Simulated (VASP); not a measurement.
# InSb (Pmmn) in VASP: notebook

Runs on InSb. Level: PBE. Tasks: single point.

Everything below comes from runs of VASP 6.6.1. Logs are shortened: lines on timing, memory, paths and dates and some standing lists are left out, and cuts for length are marked.

### Step 1. The cell of the first run

Symmetry: Pmmn, No. 59, orthorhombic system. Conventional cell: a = 5.920 Å, b = 5.938 Å, c = 3.222 Å, α = 90.00°, β = 90.00°, γ = 90.00°. In (site symmetry mm2) has 8 Sb at 3.09 to 3.79 Å and 6 In at 3.22 to 4.19 Å within 4.2 Å. Sb (site symmetry mm2) has 8 In at 3.09 to 3.79 Å and 2 Sb at 3.22 Å within 4.1 Å.

### Step 2. Single point, PBE

INCAR reads:

```
PREC = Accurate ; ENCUT = 520
EDIFF = 1E-7 ; ISMEAR = 0
SIGMA = 0.1 ; LREAL = False
LASPH = True ; NELM = 80
ALGO = Normal ; ISIF = 2
LWAVE = False ; LCHARG = True
GGA = PE ; LELF = True
LVHAR = True ; NBANDS = 26
```

KPOINTS reads:

```
Automatic mesh
0
Gamma
  8 8 12
  0.5 0.5 0.5
```

POSCAR reads:

```
InSb
1.0
    5.9204200000      0.0000000000      0.0000000000
    0.0000000000      5.9380040000      0.0000000000
    0.0000000000      0.0000000000      3.2224990000
In Sb
2 2
Direct
    0.0000000000      0.0000000000      0.0088050000
    0.5000000000      0.5000000000      0.9911950000
    0.0000000000      0.5000000000      0.2769970000
    0.5000000000      0.0000000000      0.7230030000
```

Potentials or basis: VASP PAW PBE potentials, release 64 (In_d, Sb).

Run with:

```sh
$ cat potpaw_PBE.64/In_d/POTCAR potpaw_PBE.64/Sb/POTCAR > POTCAR
$ mpirun -np 1 vasp_std > vasp.out
```

OUTCAR:

```text
PREC = Accurate
   ENCUT = 520
   EDIFF = 1E-7
   ISMEAR = 0
   LREAL = False
   LASPH = True
   NELM = 80
   ISIF = 2
   GGA = PE

 ion  position               nearest neighbor table
   1  0.000  0.000  0.009-   3 3.09   3 3.09   4 3.10   4 3.10   4 3.75   4 3.75   3 3.79   3 3.79

   2  0.500  0.500  0.991-   4 3.09   4 3.09   3 3.10   3 3.10   3 3.75   3 3.75   4 3.79   4 3.79

   3  0.000  0.500  0.277-   1 3.09   1 3.09   2 3.10   2 3.10   2 3.75   2 3.75   1 3.79   1 3.79

   4  0.500  0.000  0.723-   2 3.09   2 3.09   1 3.10   1 3.10   1 3.75   1 3.75   2 3.79   2 3.79

  LATTYP: Found a simple orthorhombic cell.
 ALAT       =     3.2224990000
 B/A-ratio  =     1.8372139138
 C/A-ratio  =     1.8426705485

  Lattice vectors:

 A1 = (   0.0000000000,   0.0000000000,   3.2224990000)
 A2 = (   5.9204200000,   0.0000000000,   0.0000000000)
 A3 = (   0.0000000000,   5.9380040000,   0.0000000000)

Analysis of symmetry for initial positions (statically):
=====================================================================
 Subroutine PRICEL returns:
 Original cell was already a primitive cell.

 Routine SETGRP: Setting up the symmetry group for a
 simple orthorhombic supercell.

 Subroutine GETGRP returns: Found  8 space group operations
 (whereof  4 operations were pure point group operations)
 out of a pool of  8 trial point group operations.

The static configuration has the point symmetry C_2v.
 The point group associated with its full space group is D_2h.

Analysis of symmetry for dynamics (positions and initial velocities):
=====================================================================
 Subroutine PRICEL returns:
 Original cell was already a primitive cell.

 Routine SETGRP: Setting up the symmetry group for a
 simple orthorhombic supercell.

 Subroutine GETGRP returns: Found  8 space group operations
 (whereof  4 operations were pure point group operations)
 out of a pool of  8 trial point group operations.

The dynamic configuration has the point symmetry C_2v.
 The point group associated with its full space group is D_2h.

 Subroutine INISYM returns: Found  8 space group operations
 (whereof  4 operations are pure point group operations),
 and found     1 'primitive' translations

----------------------------------------------------------------------------------------

                                     Primitive cell

  volume of cell :     113.2885

  direct lattice vectors                    reciprocal lattice vectors
     5.920420000  0.000000000  0.000000000     0.168906936  0.000000000  0.000000000
     0.000000000  5.938004000  0.000000000     0.000000000  0.168406758  0.000000000
     0.000000000  0.000000000  3.222499000     0.000000000  0.000000000  0.310318172

  length of vectors
     5.920420000  5.938004000  3.222499000     0.168906936  0.168406758  0.310318172

  position of ions in fractional coordinates (direct lattice)
     0.000000000  0.000000000  0.008805000
     0.500000000  0.500000000  0.991195000
     0.000000000  0.500000000  0.276997000
     0.500000000  0.000000000  0.723003000

  ion indices of the primitive-cell ions
   primitive index   ion index
                 1           1
                 2           2
                 3           3
                 4           4

----------------------------------------------------------------------------------------

 KPOINTS: Automatic mesh

Automatic generation of k-mesh.
 Grid dimensions read from file:
 generate k-points for:    8    8   12

 Generating k-lattice:

  Cartesian coordinates                     Fractional coordinates (reciprocal lattice)
     0.021113367  0.000000000  0.000000000     0.125000000  0.000000000  0.000000000
     0.000000000  0.021050845  0.000000000     0.000000000  0.125000000  0.000000000
     0.000000000  0.000000000  0.025859848     0.000000000  0.000000000  0.083333333

  Length of vectors
     0.021113367  0.021050845  0.025859848

  Shift w.r.t. Gamma in fractional coordinates (k-lattice)
     0.500000000  0.500000000  0.500000000

 Subroutine IBZKPT returns following result:
 ===========================================

 Found     96 irreducible k-points:

 Following reciprocal coordinates:
            Coordinates               Weight
  0.062500  0.062500  0.041667      8.000000
  0.187500  0.062500  0.041667      8.000000
  0.312500  0.062500  0.041667      8.000000
  0.437500  0.062500  0.041667      8.000000
  0.062500  0.187500  0.041667      8.000000
  0.187500  0.187500  0.041667      8.000000
[... 16 lines left out ...]
  0.312500  0.187500  0.125000      8.000000
  0.437500  0.187500  0.125000      8.000000
 [... further k-points ...]
   k-points           NKPTS =     96   k-points in BZ     NKDIM =     96   number of bands    NBANDS=     26
   number of dos      NEDOS =    301   number of ions     NIONS =      4
   total plane-waves  NPLWV =  55296
   dimension x,y,z NGX =    48 NGY =   48 NGZ =   24
   dimension x,y,z NGXF=    96 NGYF=   96 NGZF=   48
   ions per type =               2   2
   NGX,Y,Z   is equivalent  to a cutoff of  13.48, 13.44, 12.38 a.u.
   NGXF,Y,Z  is equivalent  to a cutoff of  26.96, 26.88, 24.76 a.u.
 SYSTEM =  unknown system
   PREC   = accura    normal or accurate (medium, high low for compatibility)
   ISTART =      0    job   : 0-new  1-cont  2-samecut
   ICHARG =      2    charge: 1-file 2-atom 10-const
   ISPIN  =      1    spin polarized calculation?
   LNONCOLLINEAR =      F non collinear calculations
   LSORBIT =      F    spin-orbit coupling
   LASPH  =      T    aspherical Exc in radial PAW
   ENCUT  =  520.0 eV  38.22 Ry    6.18 a.u.  11.01 11.04  5.99*2*pi/ulx,y,z
   NELM   =     80;   NELMIN=  2; NELMDL= -5     # of ELM steps
   EDIFF  = 0.1E-06   stopping-criterion for ELM
   LREAL  =      F    real-space projection
   EDIFFG = 0.1E-05   stopping-criterion for IOM
   NSW    =      0    number of steps for IOM
   IBRION =     -1    ionic relax: 0-MD 1-quasi-New 2-CG
   NFREE  =      0    steps in history (QN), initial steepest desc. (CG)
   ISIF   =      2    stress and relaxation
   ISYM   =      2    0-nonsym 1-usesym 2-fastsym
   POTIM  = 0.5000    time-step for ionic-motion
   TEBEG  =    0.0;   TEEND  =   0.0 temperature during run
   PSTRESS=    0.0 pullay stress
   NELECT =      36.0000    total number of electrons
   NUPDOWN=      -1.0000    fix difference up-down
   EMIN   =  10.00;   EMAX   =-10.00  energy-range for DOS
   EFERMI =   0.00;   METHOD = LEGACY
   ISMEAR =     0;   SIGMA  =   0.10  broadening in eV -4-tet -1-fermi 0-gaus
   EFERMI_NEDOS =   21; number of points for ismear=-14 and -15
   IALGO  =     38    algorithm
   IMIX   =      4    mixing-type and parameters
     AMIX     =   0.40;   BMIX     =  1.00
     AMIX_MAG =   1.60;   BMIX_MAG =  1.00
  volume/ion in A,a.u.               =      28.32       191.13
  Fermi-wavevector in a.u.,A,eV,Ry     =   1.117156  2.111118 16.980574  1.248037
  Thomas-Fermi vector in A             =   2.253776
   LORBIT       =      0    0 simple, 1 ext, 2 COOP (PROOUT), +10 PAW based schemes
   GGA     = PE    functional components
   LHFCALC =     F    Hartree Fock is set to
   AEXX    =    0.0000 exact exchange contribution
   IVDW    =     0    specifies the selected vdW correction
   LEPSILON=     F    determine dielectric tensor
   LRPA    =     F    only Hartree local field effects (RPA)
 non-spin polarized calculation
 Gauss-broadening in eV      SIGMA  =   0.10
  energy-cutoff  :      520.00
  volume of cell :      113.29
 maximum number of plane-waves:      3079
 NGX is ok and might be reduce to    48
   NGX = 23   NGY = 23   NGZ = 11

 number of electron      36.0000004 magnetization

 Free energy of the ion-electron system (eV)
  ---------------------------------------------------
  ext. energy  EPLUGINS =         0.00000000
  ---------------------------------------------------
  free energy    TOTEN  =       -13.35892010 eV

  energy without entropy =      -13.34924588  energy(sigma->0) =      -13.35408299

 E-fermi :   7.1381     XC(G=0):  -9.8748

 val. band max:        7.1272787851   @ k =   0.1875   0.0625   0.2083
 cond. band min:       7.1609578654   @ k =   0.4375   0.3125   0.2083
 fundamental gap:      0.0336790803
 Fermi energy:         7.1381078283

 k-point     1 :       0.0625    0.0625    0.0417
  band No.  band energies     occupation
      1      -7.6612      2.00000
      2      -7.6309      2.00000
      3      -7.5408      2.00000
      4      -7.4296      2.00000
      5      -7.4157      2.00000
      6      -7.3559      2.00000
[... 18 lines left out ...]
     25      15.3197      0.00000
     26      15.3535      0.00000

 k-point     2 :       0.1875    0.0625    0.0417
  band No.  band energies     occupation
      1      -7.6581      2.00000
      2      -7.6325      2.00000
      3      -7.5280      2.00000
      4      -7.4246      2.00000
      5      -7.4212      2.00000
      6      -7.3621      2.00000
[... 18 lines left out ...]
     25      14.3191      0.00000
     26      15.0531      0.00000

 k-point     3 :       0.3125    0.0625    0.0417
  band No.  band energies     occupation
      1      -7.6528      2.00000
      2      -7.6358      2.00000
      3      -7.5054      2.00000
      4      -7.4336      2.00000
      5      -7.4150      2.00000
      6      -7.3733      2.00000
[... 18 lines left out ...]
     25      13.7531      0.00000
     26      14.4202      0.00000

 k-point     4 :       0.4375    0.0625    0.0417
  band No.  band energies     occupation
      1      -7.6466      2.00000
      2      -7.6406      2.00000
      3      -7.4786      2.00000
      4      -7.4532      2.00000
      5      -7.4021      2.00000
      6      -7.3874      2.00000
[... 18 lines left out ...]
     25      13.9308      0.00000
     26      14.1993      0.00000
[... 496 lines left out ...]
      1      -7.6064      2.00000
      2      -7.5823      2.00000
      3      -7.5086      2.00000
      4      -7.4224      2.00000
      5      -7.4172      2.00000
      6      -7.3660      2.00000
[... 18 lines left out ...]
     25      13.2983      0.00000
     26      14.2406      0.00000

 k-point    23 :       0.3125    0.1875    0.1250
  band No.  band energies     occupation
      1      -7.6015      2.00000
      2      -7.5854      2.00000
      3      -7.4896      2.00000
      4      -7.4314      2.00000
      5      -7.4092      2.00000
      6      -7.3747      2.00000
[... 18 lines left out ...]
     25      13.1812      0.00000
     26      13.5847      0.00000

 k-point    24 :       0.4375    0.1875    0.1250
  band No.  band energies     occupation
      1      -7.5957      2.00000
      2      -7.5901      2.00000
      3      -7.4673      2.00000
      4      -7.4467      2.00000
      5      -7.3984      2.00000
      6      -7.3863      2.00000
[... 18 lines left out ...]
     25      13.1420      0.00000
     26      13.3969      0.00000

 [... further k-points ...]

------------------------ aborting loop because EDIFF is reached ----------------------------------------

  FORCE on cell =-STRESS in cart. coord.  units (eV):
  Direction    XX          YY          ZZ          XY          YZ          ZX
  --------------------------------------------------------------------------------------
  -------------------------------------------------------------------------------------
  Total       -0.1739997     -0.1338076      0.1328561      0.0000000      0.0000000      0.0000000
  in kB       -2.4607823     -1.8923680      1.8789117      0.0000000      0.0000000      0.0000000
  external PRESSURE =      -0.8247462 kB  Pullay stress =       0.0000000 kB

 VOLUME and BASIS-vectors are now :
 -----------------------------------------------------------------------------
  energy-cutoff  :      520.00
  volume of cell :      113.29
      direct lattice vectors                 reciprocal lattice vectors
     5.920420000  0.000000000  0.000000000     0.168906936  0.000000000  0.000000000
     0.000000000  5.938004000  0.000000000     0.000000000  0.168406758  0.000000000
     0.000000000  0.000000000  3.222499000     0.000000000  0.000000000  0.310318172

 POSITION                                       TOTAL-FORCE (eV/Angst)
 -----------------------------------------------------------------------------------
      0.00000      0.00000      0.02837         0.000000      0.000000     -0.002638
      2.96021      2.96900      3.19412         0.000000      0.000000      0.002638
      0.00000      2.96900      0.89262         0.000000      0.000000     -0.056983
      2.96021      0.00000      2.32988         0.000000      0.000000      0.056983
 -----------------------------------------------------------------------------------
    total drift:                                0.000000      0.000000      0.000000

  FREE ENERGIE OF THE ION-ELECTRON SYSTEM (eV)
  ---------------------------------------------------
  free  energy   TOTEN  =       -13.3589200995 eV

  energy  without entropy=      -13.3492458813  energy(sigma->0) =      -13.35408299
```

It took 86 s on 1 thread of Intel Xeon 6975P-C (Granite Rapids), shared host; peak memory 0.4 GiB.

Results:

```
Free energy            : -13.3589 eV
Pressure               : -0.1 GPa
Largest force          : 0.057 eV/Å
Band gap on the k mesh : zero (bands 18 and 19 overlap by 2.07 eV)
```

Forces in eV/Å, atoms in the order of the input:
```
In   0.000  0.000 -0.003
In   0.000  0.000  0.003
Sb   0.000  0.000 -0.057
Sb   0.000  0.000  0.057
```

Caveat: spin-orbit coupling is left out, which moves the levels of the heavy elements.

### Step 3. Single point, PBE

INCAR reads:

```
SYSTEM = InSb
PREC = Accurate ; ENCUT = 520
EDIFF = 1E-6 ; ISMEAR = 0
SIGMA = 0.02 ; LREAL = .FALSE.
LASPH = .TRUE. ; NELM = 100
ALGO = Normal ; ISIF = 2
LWAVE = .FALSE. ; LCHARG = .FALSE.
GGA = PE ; NBANDS = 26
```

KPOINTS reads:

```
Automatic mesh
0
G
  8 8 14
  0 0 0
```

POSCAR is that of step 2.

Potentials or basis: VASP PAW PBE potentials, release 64 (In_d, Sb).

Run with:

```sh
$ cat potpaw_PBE.64/In_d/POTCAR potpaw_PBE.64/Sb/POTCAR > POTCAR
$ mpirun -np 1 vasp_std > vasp.out
```

Run time: 2.7 min. Hardware: 1 thread of Intel Xeon 6975P-C (Granite Rapids), shared host; peak memory 0.61 GiB.

Results (log left out):

```yaml
Free_energy: -13.3587 eV
Pressure: 0.0 GPa
Largest_force: 0.056 eV/Å
Band_gap_on_the_k_mesh: zero (bands 18 and 19 overlap by 2.69 eV)
```

Forces in eV/Å, atoms in the order of the input:
```
In   0.000  0.000 -0.002
In   0.000  0.000  0.002
Sb   0.000  0.000 -0.056
Sb   0.000  0.000  0.056
```

Stress tensor (GPa, compression positive):
```
-0.15  0.00  0.00
 0.00 -0.18  0.00
 0.00  0.00  0.32
```

Levels at points of the mesh, in eV from the Fermi level:
| k point | band 16 | band 17 | band 18 | band 19 | band 20 | band 21 |
| --- | --- | --- | --- | --- | --- | --- |
| (0.00, 0.00, 0.00) | -3.33 | -1.94 | -1.93 | 3.32 | 3.75 | 4.59 |
| (0.50, 0.00, 0.00) | -3.49 | 0.24 | 0.24 | 3.14 | 3.14 | 4.26 |
| (0.00, 0.50, 0.00) | -3.48 | 0.20 | 0.20 | 3.12 | 3.12 | 4.25 |
| (0.50, 0.50, 0.00) | -0.36 | 1.58 | 1.58 | 1.82 | 1.82 | 1.96 |
| (0.00, 0.00, 0.50) | -1.63 | -1.59 | -0.80 | -0.73 | -0.68 | 0.49 |
| (0.50, 0.00, 0.50) | -2.11 | -1.23 | -1.23 | -1.08 | -1.08 | 2.51 |
| (0.00, 0.50, 0.50) | -2.08 | -1.17 | -1.17 | -1.01 | -1.01 | 2.40 |
| (0.50, 0.50, 0.50) | -3.96 | -2.81 | -2.81 | 2.88 | 2.88 | 3.18 |

Caveat: spin-orbit coupling is left out, which moves the levels of the heavy elements.
